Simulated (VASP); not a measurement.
# InAs (zincblende type) (F-43m) in VASP: further runs

The runs below take InAs (zincblende type) through single point, relaxation of cell and atoms, with PBEsol.

Program: VASP 6.6.1. These are calculated values, not measurements. Logs are shortened: lines on timing, memory, paths and dates and some standing lists are left out, and cuts for length are marked.

## Step 1: The cell of the first run

It takes space group F-43m (No. 216, cubic). The conventional cell has a = 5.651 Å, b = 5.651 Å, c = 5.651 Å, α = 90.00°, β = 90.00°, γ = 90.00°. In (site symmetry -43m) has 4 As at 2.45 Å within 3.2 Å. As (site symmetry -43m) has 4 In at 2.45 Å within 3.2 Å.

## Step 2: Single point, PBEsol (volume scaled by 0.8)

File INCAR:

```
ALGO = Normal
EDIFF = 1E-6
ENCUT = 520
GGA = PS
ISIF = 2
ISMEAR = -1
LASPH = T
LCHARG = F
LREAL = F
LWAVE = F
NBANDS = 16
NELM = 60
PREC = Accurate
SIGMA = 0.08
```

File KPOINTS:

```
k-points
0
Gamma
  11 11 11
```

File POSCAR:

```
InAs
1.0
    0.0000000000      2.8255673388      2.8255673388
    2.8255673388      0.0000000000      2.8255673388
    2.8255673388      2.8255673388      0.0000000000
In As
1 1
Direct
    0.0000000000      0.0000000000      0.0000000000
    0.2500000000      0.2500000000      0.2500000000
```

Potentials or basis: VASP PAW PBE potentials, release 64 (In_d, As).

Command:

```bash
$ cat potpaw_PBE.64/In_d/POTCAR potpaw_PBE.64/As/POTCAR > POTCAR
$ mpirun -np 1 vasp_std > vasp.out
```

OUTCAR:

```text
EDIFF = 1E-6
   ENCUT = 520
   GGA = PS
   ISIF = 2
   ISMEAR = -1
   LASPH = T
   LREAL = F
   NELM = 60
   PREC = Accurate

 ion  position               nearest neighbor table
   1  0.000  0.000  0.000-   2 2.45   2 2.45   2 2.45   2 2.45
   2  0.250  0.250  0.250-   1 2.45   1 2.45   1 2.45   1 2.45

  LATTYP: Found a face centered cubic cell.
 ALAT       =     5.6511346776

  Lattice vectors:

 A1 = (   0.0000000000,   2.8255673388,   2.8255673388)
 A2 = (   2.8255673388,   0.0000000000,   2.8255673388)
 A3 = (   2.8255673388,   2.8255673388,   0.0000000000)

Analysis of symmetry for initial positions (statically):
=====================================================================
 Subroutine PRICEL returns:
 Original cell was already a primitive cell.

 Routine SETGRP: Setting up the symmetry group for a
 face centered cubic supercell.

 Subroutine GETGRP returns: Found 24 space group operations
 (whereof 24 operations were pure point group operations)
 out of a pool of 48 trial point group operations.

The static configuration has the point symmetry T_d .

Analysis of symmetry for dynamics (positions and initial velocities):
=====================================================================
 Subroutine PRICEL returns:
 Original cell was already a primitive cell.

 Routine SETGRP: Setting up the symmetry group for a
 face centered cubic supercell.

 Subroutine GETGRP returns: Found 24 space group operations
 (whereof 24 operations were pure point group operations)
 out of a pool of 48 trial point group operations.

The dynamic configuration has the point symmetry T_d .

 Subroutine INISYM returns: Found 24 space group operations
 (whereof 24 operations are pure point group operations),
 and found     1 'primitive' translations

----------------------------------------------------------------------------------------

                                     Primitive cell

  volume of cell :      45.1177

  direct lattice vectors                    reciprocal lattice vectors
     0.000000000  2.825567339  2.825567339    -0.176955613  0.176955613  0.176955613
[... 68 lines left out ...]
   k-points           NKPTS =     56   k-points in BZ     NKDIM =     56   number of bands    NBANDS=     16
   number of dos      NEDOS =    301   number of ions     NIONS =      2
   total plane-waves  NPLWV =  27000
   dimension x,y,z NGX =    30 NGY =   30 NGZ =   30
   dimension x,y,z NGXF=    60 NGYF=   60 NGZF=   60
   ions per type =               1   1
   NGX,Y,Z   is equivalent  to a cutoff of  12.48, 12.48, 12.48 a.u.
   NGXF,Y,Z  is equivalent  to a cutoff of  24.96, 24.96, 24.96 a.u.
 SYSTEM =  unknown system
   PREC   = accura    normal or accurate (medium, high low for compatibility)
   ISTART =      0    job   : 0-new  1-cont  2-samecut
   ICHARG =      2    charge: 1-file 2-atom 10-const
   ISPIN  =      1    spin polarized calculation?
   LNONCOLLINEAR =      F non collinear calculations
   LSORBIT =      F    spin-orbit coupling
   LASPH  =      T    aspherical Exc in radial PAW
   ENCUT  =  520.0 eV  38.22 Ry    6.18 a.u.   7.43  7.43  7.43*2*pi/ulx,y,z
   NELM   =     60;   NELMIN=  2; NELMDL= -5     # of ELM steps
   EDIFF  = 0.1E-05   stopping-criterion for ELM
   LREAL  =      F    real-space projection
[... 7 lines left out ...]
   TEBEG  =    0.0;   TEEND  =   0.0 temperature during run
   PSTRESS=    0.0 pullay stress
   NELECT =      18.0000    total number of electrons
   NUPDOWN=      -1.0000    fix difference up-down
   EMIN   =  10.00;   EMAX   =-10.00  energy-range for DOS
   EFERMI =   0.00;   METHOD = LEGACY
   ISMEAR =    -1;   SIGMA  =   0.08  broadening in eV -4-tet -1-fermi 0-gaus
   EFERMI_NEDOS =   21; number of points for ismear=-14 and -15
   IALGO  =     38    algorithm
   IMIX   =      4    mixing-type and parameters
     AMIX     =   0.40;   BMIX     =  1.00
     AMIX_MAG =   1.60;   BMIX_MAG =  1.00
  volume/ion in A,a.u.               =      22.56       152.23
  Fermi-wavevector in a.u.,A,eV,Ry     =   1.205175  2.277450 19.761728  1.452446
  Thomas-Fermi vector in A             =   2.340879
   LORBIT       =      0    0 simple, 1 ext, 2 COOP (PROOUT), +10 PAW based schemes
   GGA     = PS    functional components
   LHFCALC =     F    Hartree Fock is set to
   AEXX    =    0.0000 exact exchange contribution
   IVDW    =     0    specifies the selected vdW correction
   LEPSILON=     F    determine dielectric tensor
   LRPA    =     F    only Hartree local field effects (RPA)
 non-spin polarized calculation
  energy-cutoff  :      520.00
  volume of cell :       45.12
 maximum number of plane-waves:      1243
 NGX is ok and might be reduce to    30
   NGX = 15   NGY = 15   NGZ = 15

 number of electron      17.9999992 magnetization

 Free energy of the ion-electron system (eV)
  ---------------------------------------------------
  ext. energy  EPLUGINS =         0.00000000
  ---------------------------------------------------
  free energy    TOTEN  =        -7.88075666 eV

  energy without entropy =       -7.88071308  energy(sigma->0) =       -7.88073487

 E-fermi :   7.1481     XC(G=0): -10.2009

 val. band max:        6.7069455998   @ k =   0.0000   0.0000   0.0000
 cond. band min:       7.4438668183   @ k =   0.0000   0.0000   0.0000
 fundamental gap:      0.7369212184
 Fermi energy:         7.1481081912

 k-point     1 :       0.0000    0.0000    0.0000
  band No.  band energies     occupation
      1      -8.2443      2.00000
      2      -8.2443      2.00000
      3      -8.2443      2.00000
      4      -8.0035      2.00000
      5      -8.0035      2.00000
      6      -6.7345      2.00000
[... 433 lines left out ...]
      3      -8.1872      2.00000
      4      -8.0144      2.00000
      5      -7.9964      2.00000
      6      -5.5278      2.00000
[... 8 lines left out ...]
     15      16.8824      0.00000
     16      17.8176      0.00000

 [... further k-points ...]
[... 5 lines left out ...]
  --------------------------------------------------------------------------------------
  -------------------------------------------------------------------------------------
  Total        5.9513745      5.9513745      5.9513745      0.0000000      0.0000000      0.0000000
  in kB      211.3396005    211.3396005    211.3396005      0.0000000      0.0000000      0.0000000
  external PRESSURE =     211.3396005 kB  Pullay stress =       0.0000000 kB

 VOLUME and BASIS-vectors are now :
 -----------------------------------------------------------------------------
  energy-cutoff  :      520.00
  volume of cell :       45.12
      direct lattice vectors                 reciprocal lattice vectors
     0.000000000  2.825567339  2.825567339    -0.176955613  0.176955613  0.176955613
     2.825567339  0.000000000  2.825567339     0.176955613 -0.176955613  0.176955613
     2.825567339  2.825567339  0.000000000     0.176955613  0.176955613 -0.176955613

 POSITION                                       TOTAL-FORCE (eV/Angst)
 -----------------------------------------------------------------------------------
      0.00000      0.00000      0.00000         0.000000     -0.000000     -0.000000
      1.41278      1.41278      1.41278        -0.000000      0.000000      0.000000
 -----------------------------------------------------------------------------------
    total drift:                                0.000000      0.000000     -0.000000

  FREE ENERGIE OF THE ION-ELECTRON SYSTEM (eV)
  ---------------------------------------------------
  free  energy   TOTEN  =        -7.8807566616 eV

  energy  without entropy=       -7.8807130767  energy(sigma->0) =       -7.88073487
```

stdout:

```text
POSCAR found type information on POSCAR InAs
 POSCAR found :  2 types and       2 ions
 scaLAPACK will be used
 -----------------------------------------------------------------------------
|                                                                             |
|                                                                             |
|     You enforced a specific xc type in the INCAR file but a different       |
|     I HOPE YOU KNOW WHAT YOU ARE DOING!                                     |
|                                                                             |
 -----------------------------------------------------------------------------

 LDA part: xc-table for (Slater+PW92), standard interpolation
 POSCAR, INCAR and KPOINTS ok, starting setup
 FFT: planning ... GRIDC
 FFT: planning ... GRID_SOFT
 FFT: planning ... GRID
 WAVECAR not read
 entering main loop
```

Wall time 17 s (1 thread of Intel Xeon 6975P-C (Granite Rapids), shared host); peak memory 0.19 GiB.

Results:

| Property | Result |
| --- | --- |
| Free energy | -7.8808 eV |
| Pressure | 21.1 GPa |
| Band gap on the k mesh | 0.74 eV, direct |

Levels at points of the mesh, in eV from the valence-band top:
```tsv
k point	band 7	band 8	band 9	band 10	band 11	band 12
(0.00, 0.00, 0.00)	0.00	0.00	0.00	0.74	3.87	3.87
```

Caveat: the cell differs from its parent crystal (volume scaled by 0.8); the PAW data sets were made with another functional, which shifts forces and pressure a little; spin-orbit coupling is left out, which moves the levels of the heavy elements. A k mesh can miss the band edges.

## Step 3: Single point, PBEsol (volume scaled by 0.88)

File INCAR:

```
SYSTEM = InAs
ALGO = Normal
EDIFF = 1E-6
ENCUT = 520
GGA = PS
ISIF = 2
ISMEAR = -1
LASPH = .TRUE.
LCHARG = .FALSE.
LREAL = .FALSE.
LWAVE = .FALSE.
NBANDS = 16
NELM = 100
PREC = Accurate
SIGMA = 0.08
```

File KPOINTS:

```
k-points
0
G
  11 11 11
  0 0 0
```

File POSCAR:

```
InAs
1.0
    0.0000000000      2.9167769787      2.9167769787
    2.9167769787      0.0000000000      2.9167769787
    2.9167769787      2.9167769787      0.0000000000
In As
1 1
Direct
    0.0000000000      0.0000000000      0.0000000000
    0.2500000000      0.2500000000      0.2500000000
```

Potentials or basis: VASP PAW PBE potentials, release 64 (In_d, As).

Command:

```bash
$ cat potpaw_PBE.64/In_d/POTCAR potpaw_PBE.64/As/POTCAR > POTCAR
$ mpirun -np 1 vasp_std > vasp.out
```

Wall time 14 s (1 thread of Intel Xeon 6975P-C (Granite Rapids), shared host); peak memory 0.2 GiB.

It converged, with:

* Free energy: -8.3047 eV
* Pressure: 9.7 GPa
* Band gap on the k mesh: 0.26 eV, direct

Levels at points of the mesh, in eV from the valence-band top:
```
           k point  band 6  band 7  band 8  band 9  band 10  band 11  band 12  band 13
(0.00, 0.00, 0.00)  -12.66    0.00    0.00    0.00     0.26     3.88     3.88     3.88
```

Caveat: the cell differs from its parent crystal (volume scaled by 0.88); the PAW data sets were made with another functional, which shifts forces and pressure a little; spin-orbit coupling is left out, which moves the levels of the heavy elements.

## Step 4: Single point, PBEsol (volume scaled by 0.94)

File INCAR:

```
SYSTEM = InAs
PREC = Accurate
ENCUT = 520
EDIFF = 1E-7
ISMEAR = -1
SIGMA = 0.08
LREAL = .False.
LASPH = .True.
NELM = 100
ALGO = Normal
ISIF = 2
LWAVE = .False.
LCHARG = .False.
GGA = PS
NBANDS = 16
```

File KPOINTS:

```
Automatic mesh
0
Gamma
  11 11 11
  0 0 0
```

File POSCAR:

```
InAs
1.0
    0.0000000000      2.9816153622      2.9816153622
    2.9816153622      0.0000000000      2.9816153622
    2.9816153622      2.9816153622      0.0000000000
In As
1 1
Direct
    0.0000000000      0.0000000000      0.0000000000
    0.2500000000      0.2500000000      0.2500000000
```

Command:

```bash
$ cat potpaw_PBE.64/In_d/POTCAR potpaw_PBE.64/As/POTCAR > POTCAR
$ mpirun -np 1 vasp_std > vasp.out
```

Run time: 16 s. Hardware: 1 thread of Intel Xeon 6975P-C (Granite Rapids), shared host; peak memory 0.2 GiB.

The run converged. Its results:

| Item | Value |
| --- | --- |
| Free energy | -8.4484 eV |
| Pressure | 4.1 GPa |
| Band gap on the k mesh | zero (filled and empty bands touch) |

Levels at points of the mesh, in eV from the Fermi level:
```csv
k point,band 6,band 7,band 8,band 9,band 10,band 11,band 12,band 13
"(0.00, 0.00, 0.00)",-12.35,-0.25,-0.18,-0.18,-0.18,3.69,3.69,3.69
```

Caveat: the cell differs from its parent crystal (volume scaled by 0.94); the PAW data sets were made with another functional, which shifts forces and pressure a little; spin-orbit coupling is left out, which moves the levels of the heavy elements.

## Step 5: Single point, PBEsol

This run uses another cell than the first one, of 28.20 Å³/atom, 1.250 times its volume.

File INCAR:

```
SYSTEM = InAs
PREC     = Accurate       ! precision mode
ENCUT    = 520            ! plane-wave cutoff, eV
EDIFF    = 1E-6           ! SCF threshold, eV
ISMEAR   = -1             ! smearing method
SIGMA    = 0.08           ! smearing width, eV
LREAL    = .FALSE.        ! projectors in reciprocal space
LASPH    = .TRUE.         ! aspherical terms in the spheres
NELM     = 60             ! most SCF steps
ALGO     = Normal         ! electronic algorithm
ISIF     = 2              ! what is computed and relaxed
LWAVE    = .FALSE.        ! write WAVECAR
LCHARG   = .FALSE.        ! write CHGCAR
GGA      = PS             ! functional
NBANDS   = 16             ! bands
```

File KPOINTS:

```
regular mesh
0
G
  11 11 11
  0 0 0
```

File POSCAR:

```
InAs
1.0
    0.0000000000      3.0437501468      3.0437501468
    3.0437501468      0.0000000000      3.0437501468
    3.0437501468      3.0437501468      0.0000000000
In As
1 1
Direct
    0.0000000000      0.0000000000      0.0000000000
    0.2500000000      0.2500000000      0.2500000000
```

Command:

```bash
$ cat potpaw_PBE.64/In_d/POTCAR potpaw_PBE.64/As/POTCAR > POTCAR
$ mpirun -np 1 vasp_std > vasp.out
```

Run time: 13 s. Hardware: 1 thread of Intel Xeon 6975P-C (Granite Rapids), shared host; peak memory 0.2 GiB.

It converged, with:

```yaml
Free_energy: -8.4907 eV
Pressure: 0.1 GPa
Band_gap_on_the_k_mesh: zero (filled and empty bands touch)
```

Levels at points of the mesh, in eV from the Fermi level:
| k point | band 5 | band 6 | band 7 | band 8 | band 9 | band 10 | band 11 | band 12 | band 13 | band 14 |
| --- | --- | --- | --- | --- | --- | --- | --- | --- | --- | --- |
| (0.00, 0.00, 0.00) | -14.36 | -11.95 | -0.57 | -0.19 | -0.19 | -0.19 | 3.66 | 3.66 | 3.66 | 7.07 |

Caveat: the PAW data sets were made with another functional, which shifts forces and pressure a little; spin-orbit coupling is left out, which moves the levels of the heavy elements.

## Step 6: Relaxation of cell and atoms, PBEsol

This run uses another cell than the first one, of 30.00 Å³/atom, 1.330 times its volume.

File INCAR:

```
SYSTEM = InAs
ALGO = Normal
EDIFF = 1E-6
EDIFFG = -0.005
ENCUT = 600
GGA = PS
IBRION = 2
ISIF = 3
ISMEAR = -1
LASPH = .TRUE.
LCHARG = .FALSE.
LREAL = .FALSE.
LWAVE = .FALSE.
NELM = 80
NSW = 60
PREC = Accurate
SIGMA = 0.08
```

File KPOINTS:

```
k-points
0
G
  11 11 11
  0 0 0
```

File POSCAR:

```
InAs
1.0
    0.0000000000      3.1072325060      3.1072325060
    3.1072325060      0.0000000000      3.1072325060
    3.1072325060      3.1072325060      0.0000000000
In As
1 1
Direct
    0.0000000000      0.0000000000      0.0000000000
    0.2500000000      0.2500000000      0.2500000000
```

Potentials or basis: VASP PAW PBE potentials, release 64 (In_d, As).

Command:

```bash
$ cat potpaw_PBE.64/In_d/POTCAR potpaw_PBE.64/As/POTCAR > POTCAR
$ mpirun -np 1 vasp_std > vasp.out
```

Wall time 82 s (1 thread of Intel Xeon 6975P-C (Granite Rapids), shared host); peak memory 0.25 GiB.

It converged, with:

```
Free energy                            : -8.4913 eV
Relaxed volume                         : 28.26 Å³/atom
Relaxed cell                           : a = 4.308 Å, b = 4.308 Å, c = 4.308 Å, α = 60.00°, β = 60.00°, γ = 60.00°
Space group after relaxing (to 0.05 Å) : F-43m (No. 216)
Energy gained by relaxing              : 16.8 meV/atom
Ionic steps                            : 13
Pressure after relaxing                : 0.0 GPa
Band gap on the k mesh                 : zero (filled and empty bands touch)
```

The path:
```csv
step,energy change (eV),largest force (eV/Å),pressure (GPa),volume (Å³)
1,0.0000,0.0000,-2.91,60.00
2,-0.0297,0.0000,1.17,55.40
3,-0.0336,0.0000,0.03,56.50
4,-0.0336,0.0000,-0.08,56.57
5,-0.0336,0.0000,-0.08,56.57
6,-0.0336,0.0000,-0.05,56.56
7,-0.0336,0.0000,-0.06,56.56
8,-0.0336,0.0000,-0.06,56.56
9,-0.0336,0.0000,-0.06,56.56
10,-0.0336,0.0000,-0.06,56.56
11,-0.0336,0.0000,-0.07,56.55
12,-0.0336,0.0000,-0.03,56.54
13,-0.0336,0.0000,-0.02,56.52
```

Final structure:
```
In As
1.0
     0.00000    3.04604    3.04604
     3.04604    0.00000    3.04604
     3.04604    3.04604    0.00000
In As
1 1
Direct
  0.00000 0.00000 0.00000
  0.25000 0.25000 0.25000
```

Levels at points of the mesh, in eV from the Fermi level:
```
           k point  band 7  band 8  band 9  band 10  band 11  band 12
(0.00, 0.00, 0.00)   -0.58   -0.19   -0.19    -0.19     3.66     3.66
```

Caveat: the PAW data sets were made with another functional, which shifts forces and pressure a little; spin-orbit coupling is left out, which moves the levels of the heavy elements.

## Step 7: Summary

| task | cell | cutoff (eV) | gap on the mesh (eV) | pressure (GPa) |
| --- | --- | --- | --- | --- |
| single point | a = 3.996 Å, angles 60.0°, 2 atoms | 520 | 0.74 | 21.1 |
| single point | a = 4.125 Å, angles 60.0°, 2 atoms | 520 | 0.26 | 9.7 |
| single point | a = 4.217 Å, angles 60.0°, 2 atoms | 520 | none | 4.1 |
| single point | a = 4.305 Å, angles 60.0°, 2 atoms | 520 | none | 0.1 |
| relaxation of cell and atoms | relaxed from a = 4.394 Å, angles 60.0°, 2 atoms | 600 | none | 0.0 |

Alike in all rows: level PBEsol; potentials or basis VASP PAW PBE potentials, release 64 (In_d, As); no spin polarisation; k mesh 11 × 11 × 11; smearing fermi-dirac 0.08 eV.

Caveats: the PAW data sets were made with another functional, which shifts forces and pressure a little; spin-orbit coupling is left out, which moves the levels of the heavy elements.

Total energies depend on the potentials used, so only differences within one code and one set of settings carry meaning.
